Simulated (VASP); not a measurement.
# Pd (Pm-3m) in VASP: notebook, part 2 of 3

VASP 6.6.1. The steps go on from the part before.

## 3. Single point, r2SCAN (volume scaled by 0.96)

Input file POSCAR:

```
Pd
1.0
    2.5536336513      0.0000000000      0.0000000000
    0.0000000000      2.5536336513      0.0000000000
    0.0000000000      0.0000000000      2.5536336513
Pd
1
Direct
    0.0000000000      0.0000000000      0.0000000000
```

Input file INCAR.step1:

```
ALGO     = Normal         # electronic algorithm
EDIFF    = 1E-4           # SCF threshold, eV
ENCUT    = 520            # plane-wave cutoff, eV
GGA      = PE             # functional
ISMEAR   = -1             # smearing method
LASPH    = True           # aspherical terms in the spheres
LCHARG   = False          # write CHGCAR
LREAL    = False          # projectors in reciprocal space
LWAVE    = True           # write WAVECAR
NBANDS   = 11             # bands
NELM     = 100            # most SCF steps
PREC     = Accurate       # precision mode
SIGMA    = 0.1            # smearing width, eV
```

Input file INCAR.step2:

```
ALGO     = Normal         # electronic algorithm
EDIFF    = 1E-7           # SCF threshold, eV
ENCUT    = 520            # plane-wave cutoff, eV
ISIF     = 2              # what is computed and relaxed
ISMEAR   = -1             # smearing method
ISTART   = 1            
LASPH    = True           # aspherical terms in the spheres
LCHARG   = False          # write CHGCAR
LMIXTAU  = True         
LREAL    = False          # projectors in reciprocal space
LWAVE    = False          # write WAVECAR
METAGGA  = R2SCAN         # meta-GGA
NBANDS   = 11             # bands
NELM     = 100            # most SCF steps
PREC     = Accurate       # precision mode
SIGMA    = 0.1            # smearing width, eV
```

Input file KPOINTS:

```
k-points
0
Gamma
  14 14 14
```

Potentials or basis: VASP PAW PBE potentials, release 64 (Pd).

Launch:

```sh
cat potpaw_PBE.64/Pd/POTCAR > POTCAR
cp INCAR.step1 INCAR
mpirun -np 1 vasp_std > vasp.out
cp INCAR.step2 INCAR
mpirun -np 1 vasp_std > vasp.out
```

OUTCAR:

```text
EDIFF = 1E-7
   ENCUT = 520
   ISIF = 2
   ISMEAR = -1
   ISTART = 1
   LASPH = True
   LREAL = False
   METAGGA = R2SCAN
   NELM = 100
   PREC = Accurate

 ion  position               nearest neighbor table
   1  0.000  0.000  0.000-

  LATTYP: Found a simple cubic cell.
 ALAT       =     2.5536336513

  Lattice vectors:

 A1 = (   2.5536336513,   0.0000000000,   0.0000000000)
 A2 = (   0.0000000000,   2.5536336513,   0.0000000000)
 A3 = (   0.0000000000,   0.0000000000,   2.5536336513)

Analysis of symmetry for initial positions (statically):
=====================================================================
 Subroutine PRICEL returns:
 Original cell was already a primitive cell.

 Routine SETGRP: Setting up the symmetry group for a
 simple cubic supercell.

 Subroutine GETGRP returns: Found 48 space group operations
 (whereof 48 operations were pure point group operations)
 out of a pool of 48 trial point group operations.

The static configuration has the point symmetry O_h .

Analysis of symmetry for dynamics (positions and initial velocities):
=====================================================================
 Subroutine PRICEL returns:
 Original cell was already a primitive cell.

 Routine SETGRP: Setting up the symmetry group for a
 simple cubic supercell.

 Subroutine GETGRP returns: Found 48 space group operations
 (whereof 48 operations were pure point group operations)
 out of a pool of 48 trial point group operations.

The dynamic configuration has the point symmetry O_h .

 Subroutine INISYM returns: Found 48 space group operations
 (whereof 48 operations are pure point group operations),
 and found     1 'primitive' translations

----------------------------------------------------------------------------------------

                                     Primitive cell

  volume of cell :      16.6524

  direct lattice vectors                    reciprocal lattice vectors
     2.553633651  0.000000000  0.000000000     0.391598850  0.000000000  0.000000000
     0.000000000  2.553633651  0.000000000     0.000000000  0.391598850  0.000000000
     0.000000000  0.000000000  2.553633651     0.000000000  0.000000000  0.391598850

  length of vectors
     2.553633651  2.553633651  2.553633651     0.391598850  0.391598850  0.391598850

  position of ions in fractional coordinates (direct lattice)
     0.000000000  0.000000000  0.000000000

  ion indices of the primitive-cell ions
   primitive index   ion index
                 1           1

----------------------------------------------------------------------------------------

 KPOINTS: k-points

Automatic generation of k-mesh.
 Grid dimensions read from file:
 generate k-points for:   14   14   14

 Generating k-lattice:

  Cartesian coordinates                     Fractional coordinates (reciprocal lattice)
     0.027971346  0.000000000  0.000000000     0.071428571  0.000000000  0.000000000
     0.000000000  0.027971346  0.000000000     0.000000000  0.071428571  0.000000000
     0.000000000  0.000000000  0.027971346     0.000000000  0.000000000  0.071428571

  Length of vectors
     0.027971346  0.027971346  0.027971346

  Shift w.r.t. Gamma in fractional coordinates (k-lattice)
     0.000000000  0.000000000  0.000000000

 Subroutine IBZKPT returns following result:
 ===========================================

 Found    120 irreducible k-points:

 Following reciprocal coordinates:
            Coordinates               Weight
  0.000000  0.000000  0.000000      1.000000
  0.071429  0.000000  0.000000      6.000000
  0.142857  0.000000  0.000000      6.000000
  0.214286  0.000000  0.000000      6.000000
  0.285714  0.000000  0.000000      6.000000
  0.357143  0.000000  0.000000      6.000000
[... 16 lines left out ...]
  0.285714  0.214286  0.000000     24.000000
  0.357143  0.214286  0.000000     24.000000
 [... further k-points ...]
   k-points           NKPTS =    120   k-points in BZ     NKDIM =    120   number of bands    NBANDS=     11
   number of dos      NEDOS =    301   number of ions     NIONS =      1
   total plane-waves  NPLWV =   8000
   dimension x,y,z NGX =    20 NGY =   20 NGZ =   20
   dimension x,y,z NGXF=    40 NGYF=   40 NGZF=   40
   ions per type =               1
   NGX,Y,Z   is equivalent  to a cutoff of  13.02, 13.02, 13.02 a.u.
   NGXF,Y,Z  is equivalent  to a cutoff of  26.04, 26.04, 26.04 a.u.
 SYSTEM =  unknown system
   PREC   = accura    normal or accurate (medium, high low for compatibility)
   ISTART =      1    job   : 0-new  1-cont  2-samecut
   ICHARG =      0    charge: 1-file 2-atom 10-const
   ISPIN  =      1    spin polarized calculation?
   LNONCOLLINEAR =      F non collinear calculations
   LSORBIT =      F    spin-orbit coupling
   LASPH  =      T    aspherical Exc in radial PAW
   ENCUT  =  520.0 eV  38.22 Ry    6.18 a.u.   4.75  4.75  4.75*2*pi/ulx,y,z
   NELM   =    100;   NELMIN=  2; NELMDL=  0     # of ELM steps
   EDIFF  = 0.1E-06   stopping-criterion for ELM
   LREAL  =      F    real-space projection
   EDIFFG = 0.1E-05   stopping-criterion for IOM
   NSW    =      0    number of steps for IOM
   IBRION =     -1    ionic relax: 0-MD 1-quasi-New 2-CG
   NFREE  =      0    steps in history (QN), initial steepest desc. (CG)
   ISIF   =      2    stress and relaxation
   ISYM   =      2    0-nonsym 1-usesym 2-fastsym
   POTIM  = 0.5000    time-step for ionic-motion
   TEBEG  =    0.0;   TEEND  =   0.0 temperature during run
   PSTRESS=    0.0 pullay stress
   NELECT =      10.0000    total number of electrons
   NUPDOWN=      -1.0000    fix difference up-down
   EMIN   =  10.00;   EMAX   =-10.00  energy-range for DOS
   EFERMI =   0.00;   METHOD = LEGACY
   ISMEAR =    -1;   SIGMA  =   0.10  broadening in eV -4-tet -1-fermi 0-gaus
   EFERMI_NEDOS =   21; number of points for ismear=-14 and -15
   IALGO  =     38    algorithm
   IMIX   =      4    mixing-type and parameters
     AMIX     =   0.40;   BMIX     =  1.00
     AMIX_MAG =   1.60;   BMIX_MAG =  1.00
  volume/ion in A,a.u.               =      16.65       112.38
  Fermi-wavevector in a.u.,A,eV,Ry     =   1.381178  2.610047 25.955181  1.907652
  Thomas-Fermi vector in A             =   2.505986
   LORBIT       =      0    0 simple, 1 ext, 2 COOP (PROOUT), +10 PAW based schemes
   METAGGA = R2SCAN    functional components
   LHFCALC =     F    Hartree Fock is set to
   AEXX    =    0.0000 exact exchange contribution
   IVDW    =     0    specifies the selected vdW correction
   LEPSILON=     F    determine dielectric tensor
   LRPA    =     F    only Hartree local field effects (RPA)
 non-spin polarized calculation
  energy-cutoff  :      520.00
  volume of cell :       16.65
 maximum number of plane-waves:       468
 NGX is ok and might be reduce to    20
   NGX =  9   NGY =  9   NGZ =  9

 number of electron       9.9999998 magnetization

 Free energy of the ion-electron system (eV)
  ---------------------------------------------------
  ext. energy  EPLUGINS =         0.00000000
  ---------------------------------------------------
  free energy    TOTEN  =       -22.46067776 eV

  energy without entropy =      -22.41835603  energy(sigma->0) =      -22.43951689

 E-fermi :   8.0531     XC(G=0): -13.0603

 val. band max:        8.0396224746   @ k =   0.3571   0.0714   0.0000
 cond. band min:       8.0603776133   @ k =   0.2143   0.0000   0.0000
 fundamental gap:      0.0207551386
 Fermi energy:         8.0530959649

 k-point     1 :       0.0000    0.0000    0.0000
  band No.  band energies     occupation
      1       1.6571      2.00000
      2       2.9574      2.00000
      3       2.9574      2.00000
      4       7.9962      1.27696
      5       7.9962      1.27696
      6       7.9962      1.27696
      7      25.7117      0.00000
      8      25.7117      0.00000
      9      25.7117      0.00000
     10      30.8592      0.00000
     11      32.6373      0.00000

 k-point     2 :       0.0714    0.0000    0.0000
  band No.  band energies     occupation
      1       1.7994      2.00000
      2       2.9823      2.00000
      3       3.0793      2.00000
      4       7.8948      1.65938
      5       7.8948      1.65938
      6       8.0043      1.23907
      7      24.6085      0.00000
      8      25.9518      0.00000
      9      25.9518      0.00000
     10      30.9034      0.00000
     11      32.2350      0.00000
[... 295 lines left out ...]
 k-point    24 :       0.3571    0.2143    0.0000
  band No.  band energies     occupation
      1       3.6539      2.00000
      2       4.3567      2.00000
      3       5.3715      2.00000
      4       6.6404      2.00000
      5       7.4485      1.99528
      6       8.3830      0.07118
      7      16.8050      0.00000
      8      23.7288      0.00000
      9      28.8462      0.00000
     10      31.0613      0.00000
     11      31.9120      0.00000

 [... further k-points ...]
[... 5 lines left out ...]
  --------------------------------------------------------------------------------------
  -------------------------------------------------------------------------------------
  Total        0.7120541      0.7120541      0.7120541      0.0000000      0.0000000      0.0000000
  in kB       68.5090295     68.5090295     68.5090295      0.0000000      0.0000000      0.0000000
  external PRESSURE =      68.5090295 kB  Pullay stress =       0.0000000 kB

 VOLUME and BASIS-vectors are now :
 -----------------------------------------------------------------------------
  energy-cutoff  :      520.00
  volume of cell :       16.65
      direct lattice vectors                 reciprocal lattice vectors
     2.553633651  0.000000000  0.000000000     0.391598850  0.000000000  0.000000000
     0.000000000  2.553633651  0.000000000     0.000000000  0.391598850  0.000000000
     0.000000000  0.000000000  2.553633651     0.000000000  0.000000000  0.391598850

 POSITION                                       TOTAL-FORCE (eV/Angst)
 -----------------------------------------------------------------------------------
      0.00000      0.00000      0.00000         0.000000      0.000000      0.000000
 -----------------------------------------------------------------------------------
    total drift:                                0.000000      0.000000      0.000000

  FREE ENERGIE OF THE ION-ELECTRON SYSTEM (eV)
  ---------------------------------------------------
  free  energy   TOTEN  =       -22.4606777585 eV

  energy  without entropy=      -22.4183560268  energy(sigma->0) =      -22.43951689
```

It took 36 s on 1 thread of Intel Xeon Platinum 8488C (Sapphire Rapids), shared host; peak memory 0.14 GiB.

Results:

```yaml
Free_energy: -22.4607 eV
Pressure: 6.9 GPa
Band_gap_on_the_k_mesh: zero (band 5 reaches 9.50 eV, above the bottom of band 6 at 7.30 eV)
```

Caveat: the PAW data sets were made with another functional, which shifts forces and pressure a little.

[end of part 2 of 3]
